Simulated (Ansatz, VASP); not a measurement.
KF in VASP and in Ansatz

```
K F
1.0
     1.77985   -5.55147    0.00000
     1.77985    5.55147    0.00000
     0.00000    0.00000    3.97963
K F
2 2
Direct
  0.62821 0.37179 0.25000
  0.37179 0.62821 0.75000
  0.86920 0.13080 0.25000
  0.13080 0.86920 0.75000
```

Alike in both runs: functional PBE; k mesh 8 × 8 × 6; occupations gaussian, width 0.02 eV; no spin polarisation.

Ansatz relaxed the structure, and its values are those at the end. VASP's run is a single point on that final structure, the one shown.

```csv
,VASP,Ansatz
version,VASP 6.6.1,Ansatz 0.2.0
potentials or method,"VASP PAW PBE potentials, release 64 (K_sv, F), cutoff 520 eV","scalar-relativistic, plane waves, PAW"
valence electrons in the cell,32,32
```

|  | VASP | Ansatz | Ansatz less VASP |
| --- | --- | --- | --- |
| gap on the k mesh at the Fermi level (eV) | 5.75 | 5.77 | +0.013 |
| least direct gap on the mesh (eV) | 5.78 | 5.79 | +0.013 |
| pressure (GPa) | 0.0 | 0.0 | -0.02 |
| rms of the force components (eV/Å) | 0.005 | 0.004 | -0.0009 |

With one functional, cell and mesh, what is left measures potentials, basis and numerics.
